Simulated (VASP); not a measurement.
Here is a VASP 6.6.1 calculation.

Contents of POSCAR:

```
InSb
1.0
    0.0000000000      3.2391000000      3.2391000000
    3.2391000000      0.0000000000      3.2391000000
    3.2391000000      3.2391000000      0.0000000000
In Sb
1 1
Direct
    0.0000000000      0.0000000000      0.0000000000
    0.7500000000      0.7500000000      0.7500000000
```

The input INCAR.step1:

```
ALGO = Normal
EDIFF = 1E-4
ENCUT = 520
GGA = PE
ISMEAR = -1
LASPH = True
LCHARG = False
LREAL = False
LWAVE = True
NBANDS = 16
NELM = 60
PREC = Accurate
SIGMA = 0.03
```

INCAR.step2

```
ALGO = Normal
EDIFF = 1E-8
ENCUT = 520
ISIF = 2
ISMEAR = -1
ISTART = 1
LASPH = True
LCHARG = False
LEFG = True
LMIXTAU = True
LREAL = False
LWAVE = False
METAGGA = R2SCAN
NBANDS = 16
NELM = 60
PREC = Accurate
SIGMA = 0.03
```

KPOINTS

```
k-points
0
Gamma
  10 10 10
```

Potentials or basis: VASP PAW PBE potentials, release 64 (In_d, Sb).

Run with:

```bash
$ cat potpaw_PBE.64/In_d/POTCAR potpaw_PBE.64/Sb/POTCAR > POTCAR
$ cp INCAR.step1 INCAR
$ mpirun -np 1 vasp_std > vasp.out
$ cp INCAR.step2 INCAR
$ mpirun -np 1 vasp_std > vasp.out
```

Question: Predict the band gap on the k mesh.

Answer: 0.24 eV.

Question: Estimate the pressure.

Answer: 1.7 GPa.

Caveat: the PAW data sets were made with another functional, which shifts forces and pressure a little; spin-orbit coupling is left out, which moves the levels of the heavy elements.
